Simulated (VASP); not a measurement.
# Ba (P4/mmm) in VASP: a series of runs

Aim: see how the results for Ba move with the level of theory and the settings. Levels: RPBE+D4, LDA. Tasks: single point, relaxation of cell and atoms.

Program: VASP 6.6.1. These are calculated values, not measurements. Logs are shortened: lines on timing, memory, paths and dates and some standing lists are left out, and cuts for length are marked.

## 1. The cell of the first run

The structure is tetragonal, space group P4/mmm (No. 123). The conventional cell has a = 4.000 Å, b = 4.000 Å, c = 3.606 Å, α = 90.00°, β = 90.00°, γ = 90.00°. Ba (site symmetry 4/mmm) has 6 Ba at 3.61 to 4.00 Å within 4.7 Å.

## 2. Single point, RPBE+D4

Input file INCAR:

```
SYSTEM = Ba
PREC     = Accurate       ! precision mode
ENCUT    = 520            ! plane-wave cutoff, eV
EDIFF    = 1E-6           ! SCF threshold, eV
ISMEAR   = 1              ! smearing method
SIGMA    = 0.1            ! smearing width, eV
LREAL    = .FALSE.        ! projectors in reciprocal space
LASPH    = .TRUE.         ! aspherical terms in the spheres
NELM     = 60             ! most SCF steps
ALGO     = Fast           ! electronic algorithm
ISIF     = 2              ! what is computed and relaxed
LWAVE    = .FALSE.        ! write WAVECAR
LCHARG   = .TRUE.         ! write CHGCAR
GGA      = RP             ! functional
IVDW     = 13             ! dispersion correction
LELF     = .TRUE.         ! ELF
LVHAR    = .TRUE.       
NBANDS   = 11             ! bands
```

Input file KPOINTS:

```
regular mesh
0
G
  7 7 7
  0 0 0
```

Input file POSCAR:

```
Ba
1.0
    3.9996500000      0.0000000000      0.0000000000
    0.0000000000      3.9996500000      0.0000000000
    0.0000000000      0.0000000000      3.6055390000
Ba
1
Direct
    0.5000000000      0.5000000000      0.5000000000
```

Potentials or basis: VASP PAW PBE potentials, release 64 (Ba_sv).

On the command line:

```
$ cat potpaw_PBE.64/Ba_sv/POTCAR > POTCAR
$ mpirun -np 1 vasp_std > vasp.out
```

OUTCAR:

```text
SYSTEM = Ba
   PREC = Accurate
   ENCUT = 520
   EDIFF = 1E-6
   ISMEAR = 1
   LREAL = .FALSE.
   LASPH = .TRUE.
   NELM = 60
   ISIF = 2
   GGA = RP
   IVDW = 13

 ion  position               nearest neighbor table
   1  0.500  0.500  0.500-

  LATTYP: Found a simple tetragonal cell.
 ALAT       =     3.9996500000
 C/A-ratio  =     0.9014636281

  Lattice vectors:

 A1 = (   3.9996500000,   0.0000000000,   0.0000000000)
 A2 = (   0.0000000000,   3.9996500000,   0.0000000000)
 A3 = (   0.0000000000,   0.0000000000,   3.6055390000)

Analysis of symmetry for initial positions (statically):
=====================================================================
 Subroutine PRICEL returns:
 Original cell was already a primitive cell.

 Routine SETGRP: Setting up the symmetry group for a
 simple tetragonal supercell.

 Subroutine GETGRP returns: Found 16 space group operations
 (whereof 16 operations were pure point group operations)
 out of a pool of 16 trial point group operations.

The static configuration has the point symmetry D_4h.

Analysis of symmetry for dynamics (positions and initial velocities):
=====================================================================
 Subroutine PRICEL returns:
 Original cell was already a primitive cell.

 Routine SETGRP: Setting up the symmetry group for a
 simple tetragonal supercell.

 Subroutine GETGRP returns: Found 16 space group operations
 (whereof 16 operations were pure point group operations)
 out of a pool of 16 trial point group operations.

The dynamic configuration has the point symmetry D_4h.

 Subroutine INISYM returns: Found 16 space group operations
 (whereof 16 operations are pure point group operations),
 and found     1 'primitive' translations

----------------------------------------------------------------------------------------

                                     Primitive cell

  volume of cell :      57.6785

  direct lattice vectors                    reciprocal lattice vectors
     3.999650000  0.000000000  0.000000000     0.250021877  0.000000000  0.000000000
     0.000000000  3.999650000  0.000000000     0.000000000  0.250021877  0.000000000
     0.000000000  0.000000000  3.605539000     0.000000000  0.000000000  0.277351042

  length of vectors
     3.999650000  3.999650000  3.605539000     0.250021877  0.250021877  0.277351042

  position of ions in fractional coordinates (direct lattice)
     0.500000000  0.500000000  0.500000000

  ion indices of the primitive-cell ions
   primitive index   ion index
                 1           1

----------------------------------------------------------------------------------------

 KPOINTS: regular mesh

Automatic generation of k-mesh.
 Grid dimensions read from file:
 generate k-points for:    7    7    7

 Generating k-lattice:

  Cartesian coordinates                     Fractional coordinates (reciprocal lattice)
     0.035717411  0.000000000  0.000000000     0.142857143  0.000000000  0.000000000
     0.000000000  0.035717411  0.000000000     0.000000000  0.142857143  0.000000000
     0.000000000  0.000000000  0.039621577     0.000000000  0.000000000  0.142857143

  Length of vectors
     0.035717411  0.035717411  0.039621577

  Shift w.r.t. Gamma in fractional coordinates (k-lattice)
     0.000000000  0.000000000  0.000000000

 Subroutine IBZKPT returns following result:
 ===========================================

 Found     40 irreducible k-points:

 Following reciprocal coordinates:
            Coordinates               Weight
  0.000000  0.000000  0.000000      1.000000
  0.142857  0.000000  0.000000      4.000000
  0.285714  0.000000  0.000000      4.000000
  0.428571  0.000000  0.000000      4.000000
  0.142857  0.142857  0.000000      4.000000
  0.285714  0.142857  0.000000      8.000000
[... 16 lines left out ...]
  0.285714  0.000000  0.285714      8.000000
  0.428571  0.000000  0.285714      8.000000
 [... further k-points ...]
   k-points           NKPTS =     40   k-points in BZ     NKDIM =     40   number of bands    NBANDS=     11
   number of dos      NEDOS =    301   number of ions     NIONS =      1
   total plane-waves  NPLWV =  25200
   dimension x,y,z NGX =    30 NGY =   30 NGZ =   28
   dimension x,y,z NGXF=    60 NGYF=   60 NGZF=   56
   ions per type =               1
   NGX,Y,Z   is equivalent  to a cutoff of  12.47, 12.47, 12.91 a.u.
   NGXF,Y,Z  is equivalent  to a cutoff of  24.94, 24.94, 25.82 a.u.
 SYSTEM =  Ba
   PREC   = accura    normal or accurate (medium, high low for compatibility)
   ISTART =      0    job   : 0-new  1-cont  2-samecut
   ICHARG =      2    charge: 1-file 2-atom 10-const
   ISPIN  =      1    spin polarized calculation?
   LNONCOLLINEAR =      F non collinear calculations
   LSORBIT =      F    spin-orbit coupling
   LASPH  =      T    aspherical Exc in radial PAW
   ENCUT  =  520.0 eV  38.22 Ry    6.18 a.u.   7.44  7.44  6.70*2*pi/ulx,y,z
   NELM   =     60;   NELMIN=  2; NELMDL= -5     # of ELM steps
   EDIFF  = 0.1E-05   stopping-criterion for ELM
   LREAL  =      F    real-space projection
   EDIFFG = 0.1E-04   stopping-criterion for IOM
   NSW    =      0    number of steps for IOM
   IBRION =     -1    ionic relax: 0-MD 1-quasi-New 2-CG
   NFREE  =      0    steps in history (QN), initial steepest desc. (CG)
   ISIF   =      2    stress and relaxation
   ISYM   =      2    0-nonsym 1-usesym 2-fastsym
   POTIM  = 0.5000    time-step for ionic-motion
   TEBEG  =    0.0;   TEEND  =   0.0 temperature during run
   PSTRESS=    0.0 pullay stress
   NELECT =      10.0000    total number of electrons
   NUPDOWN=      -1.0000    fix difference up-down
   EMIN   =  10.00;   EMAX   =-10.00  energy-range for DOS
   EFERMI =   0.00;   METHOD = LEGACY
   ISMEAR =     1;   SIGMA  =   0.10  broadening in eV -4-tet -1-fermi 0-gaus
   EFERMI_NEDOS =   21; number of points for ismear=-14 and -15
   IALGO  =     68    algorithm
   IMIX   =      4    mixing-type and parameters
     AMIX     =   0.40;   BMIX     =  1.00
     AMIX_MAG =   1.60;   BMIX_MAG =  1.00
  volume/ion in A,a.u.               =      57.68       389.23
  Fermi-wavevector in a.u.,A,eV,Ry     =   0.912858  1.725052 11.337878  0.833311
  Thomas-Fermi vector in A             =   2.037303
   LORBIT       =      0    0 simple, 1 ext, 2 COOP (PROOUT), +10 PAW based schemes
   GGA     = RP    functional components
   LHFCALC =     F    Hartree Fock is set to
   AEXX    =    0.0000 exact exchange contribution
   IVDW    =    13    specifies the selected vdW correction
   LEPSILON=     F    determine dielectric tensor
   LRPA    =     F    only Hartree local field effects (RPA)
 non-spin polarized calculation
 RMM-DIIS sequential band-by-band and
 Methfessel and Paxton  Order N= 1 SIGMA  =   0.10
  energy-cutoff  :      520.00
  volume of cell :       57.68
 maximum number of plane-waves:      1573
 NGX is ok and might be reduce to    30
   NGX = 15   NGY = 15   NGZ = 13

 number of electron      10.0000000 magnetization

 number of electron       9.9999999 magnetization

 Free energy of the ion-electron system (eV)
  ---------------------------------------------------
  ext. energy  EPLUGINS =         0.00000000
  ---------------------------------------------------
  free energy    TOTEN  =        -1.28087126 eV

  energy without entropy =       -1.28190066  energy(sigma->0) =       -1.28121440

 E-fermi :   1.8320     XC(G=0):  -7.5592

 val. band max:        1.7907210955   @ k =   0.4286   0.4286   0.4286
 cond. band min:       1.8861823531   @ k =   0.1429   0.1429   0.4286
 fundamental gap:      0.0954612576
 Fermi energy:         1.8320390003

 k-point     1 :       0.0000    0.0000    0.0000
  band No.  band energies     occupation
      1     -27.1938      2.00000
      2     -12.0602      2.00000
      3     -12.0602      2.00000
      4     -11.7254      2.00000
      5      -0.5599      2.00000
      6       1.9745     -0.06170
      7       2.0205     -0.02281
      8       6.6579      0.00000
      9       7.4534      0.00000
     10       7.4534      0.00000
     11       9.4397      0.00000

 k-point     2 :       0.1429    0.0000    0.0000
  band No.  band energies     occupation
      1     -27.1843      2.00000
      2     -12.1894      2.00000
      3     -12.0491      2.00000
      4     -11.7158      2.00000
      5      -0.2677      2.00000
      6       2.0581     -0.00632
      7       2.2771     -0.00000
      8       6.0106      0.00000
      9       6.9560      0.00000
     10       7.4902      0.00000
     11       8.5149      0.00000

 k-point     3 :       0.2857    0.0000    0.0000
  band No.  band energies     occupation
      1     -27.1628      2.00000
      2     -12.4635      2.00000
      3     -12.0240      2.00000
      4     -11.6942      2.00000
      5       0.4210      2.00000
      6       2.2484     -0.00000
      7       2.7960     -0.00000
      8       5.0951      0.00000
      9       6.1604      0.00000
     10       7.5757      0.00000
     11       7.6324      0.00000

 k-point     4 :       0.4286    0.0000    0.0000
  band No.  band energies     occupation
      1     -27.1455      2.00000
      2     -12.6694      2.00000
      3     -12.0036      2.00000
      4     -11.6767      2.00000
      5       1.1221      2.00000
      6       2.4259     -0.00000
      7       2.8169     -0.00000
      8       4.5648      0.00000
      9       5.6752      0.00000
     10       7.6470      0.00000
     11       8.1590      0.00000
[... 239 lines left out ...]
 k-point    22 :       0.1429    0.0000    0.2857
  band No.  band energies     occupation
      1     -27.0893      2.00000
      2     -12.6104      2.00000
      3     -12.0855      2.00000
      4     -11.9542      2.00000
      5       0.8520      2.00000
      6       2.7166     -0.00000
      7       3.6022     -0.00000
      8       4.7450      0.00000
      9       5.0046      0.00000
     10       6.4348      0.00000
     11       8.7505      0.00000

 k-point    23 :       0.2857    0.0000    0.2857
  band No.  band energies     occupation
      1     -27.0685      2.00000
      2     -12.5766      2.00000
      3     -12.3432      2.00000
      4     -11.9306      2.00000
      5       1.2960      2.00000
      6       2.5593     -0.00000
      7       4.2659      0.00000
      8       4.6810      0.00000
      9       5.1302      0.00000
     10       5.6304      0.00000
     11       8.6903      0.00000

 k-point    24 :       0.4286    0.0000    0.2857
  band No.  band energies     occupation
      1     -27.0517      2.00000
      2     -12.5512      2.00000
      3     -12.5359      2.00000
      4     -11.9115      2.00000
      5       1.4851      2.00001
      6       2.3986     -0.00000
      7       4.6376      0.00000
      8       5.0152      0.00000
      9       5.3049      0.00000
     10       5.3734      0.00000
     11       8.3897      0.00000

 [... further k-points ...]

------------------------ aborting loop because EDIFF is reached ----------------------------------------

  DFT-D4 for vdW energy calculation

  Edisp (eV):   -0.24599

  FORCE on cell =-STRESS in cart. coord.  units (eV):
  Direction    XX          YY          ZZ          XY          YZ          ZX
  --------------------------------------------------------------------------------------
  -------------------------------------------------------------------------------------
  Total      -0.26359    -0.26359     1.38974     0.00000     0.00000     0.00000
  in kB      -7.32197    -7.32197    38.60393     0.00000     0.00000     0.00000
  external pressure =        7.99 kB  Pullay stress =        0.00 kB

 VOLUME and BASIS-vectors are now :
 -----------------------------------------------------------------------------
  energy-cutoff  :      520.00
  volume of cell :       57.68
      direct lattice vectors                 reciprocal lattice vectors
     3.999650000  0.000000000  0.000000000     0.250021877  0.000000000  0.000000000
     0.000000000  3.999650000  0.000000000     0.000000000  0.250021877  0.000000000
     0.000000000  0.000000000  3.605539000     0.000000000  0.000000000  0.277351042

 POSITION                                       TOTAL-FORCE (eV/Angst)
 -----------------------------------------------------------------------------------
      1.99982      1.99982      1.80277         0.000000      0.000000      0.000000
 -----------------------------------------------------------------------------------
    total drift:                                0.000000      0.000000     -0.000000

  FREE ENERGIE OF THE ION-ELECTRON SYSTEM (eV)
  ---------------------------------------------------
  free  energy   TOTEN  =        -1.5268611330 eV

  energy  without entropy=       -1.5278905326  energy(sigma->0) =       -1.52720427
```

It took 9.4 s on 1 thread of Intel Xeon 6975P-C (Granite Rapids), shared host; peak memory 0.17 GiB.

Results:

| Property | Result |
| --- | --- |
| Free energy | -1.5269 eV |
| Pressure | 0.8 GPa |
| Band gap on the k mesh | zero (bands 5 and 6 overlap by 0.10 eV) |
| Dispersion energy per atom | -0.246 eV |

Levels at points of the mesh, in eV from the Fermi level:
```
           k point  band 1  band 2  band 3  band 4  band 5  band 6  band 7  band 8  band 9  band 10
(0.00, 0.00, 0.00)  -29.03  -13.89  -13.89  -13.56   -2.39    0.14    0.19    4.83    5.62     5.62
```

Caveat: the PAW data sets were made with another functional, which shifts forces and pressure a little; spin-orbit coupling is left out, which moves the levels of the heavy elements.

## 3. Relaxation of cell and atoms, LDA, non-collinear spin, zero start, spin-orbit coupling

Input file INCAR:

```
SYSTEM = Ba
ALGO     = Normal         ! electronic algorithm
EDIFF    = 1E-7           ! SCF threshold, eV
EDIFFG   = -0.02          ! ionic threshold
ENCUT    = 600            ! plane-wave cutoff, eV
GGA      = CA             ! functional
GGA_COMPAT= .FALSE.      
IBRION   = 2              ! ionic algorithm
ISIF     = 3              ! what is computed and relaxed
ISMEAR   = 1              ! smearing method
LASPH    = .TRUE.         ! aspherical terms in the spheres
LCHARG   = .FALSE.        ! write CHGCAR
LORBIT   = 11             ! projections on sites
LORBMOM  = .TRUE.       
LREAL    = .FALSE.        ! projectors in reciprocal space
LSORBIT  = .TRUE.         ! spin-orbit coupling
LWAVE    = .FALSE.        ! write WAVECAR
MAGMOM   = 0 0 0          ! initial moments
NELM     = 150            ! most SCF steps
NSW      = 80             ! ionic steps
PREC     = Accurate       ! precision mode
SIGMA    = 0.1            ! smearing width, eV
```

Input file KPOINTS:

```
k-points
0
G
  5 5 5
  0 0 0
```

POSCAR is that of step 2.

Potentials or basis: VASP PAW LDA potentials, release 64 (Ba_sv).

On the command line:

```
$ cat potpaw_LDA.64/Ba_sv/POTCAR > POTCAR
$ mpirun -np 1 vasp_ncl > vasp.out
```

Wall time 70 s (1 thread of Intel Xeon 6975P-C (Granite Rapids), shared host); peak memory 0.26 GiB.

It converged, with:

| Item | Value |
| --- | --- |
| Free energy | -2.1636 eV |
| Relaxed volume | 54.05 Å³/atom |
| Relaxed cell | a = 3.778 Å, b = 3.778 Å, c = 3.786 Å, α = 90.00°, β = 90.00°, γ = 90.00° |
| Space group after relaxing (to 0.1 Å) | Pm-3m (No. 221) |
| Energy gained by relaxing | 50.4 meV/atom |
| Ionic steps | 7 |
| Pressure after relaxing | 0.0 GPa |
| Net moment | 0.00 μB per cell |
| Valence electrons inside the program's atomic spheres | Ba 7.96 |

Step by step:
| step | energy change (eV) | largest force (eV/Å) | pressure (GPa) | volume (Å³) |
| --- | --- | --- | --- | --- |
| 1 | 0.0000 | 0.0000 | -0.49 | 57.68 |
| 2 | -0.0432 | 0.0000 | -0.33 | 56.14 |
| 3 | -0.0496 | 0.0000 | -0.20 | 55.28 |
| 4 | -0.0498 | 0.0000 | -0.18 | 55.14 |
| 5 | -0.0498 | 0.0000 | -0.17 | 55.09 |
| 6 | -0.0503 | 0.0000 | -0.08 | 54.55 |
| 7 | -0.0504 | 0.0000 | 0.01 | 54.05 |

Final structure:
```
Ba
1.0
     3.77826    0.00000    0.00000
     0.00000    3.77826    0.00000
     0.00000    0.00000    3.78647
Ba
1
Cartesian
  1.8891 1.8891 1.8932
```

Moments on the atoms (μB; x, y, z):
```
Ba  0.00 0.00 0.00
```

The gap in the log of VASP goes by the Fermi energy; the results here count the filled bands.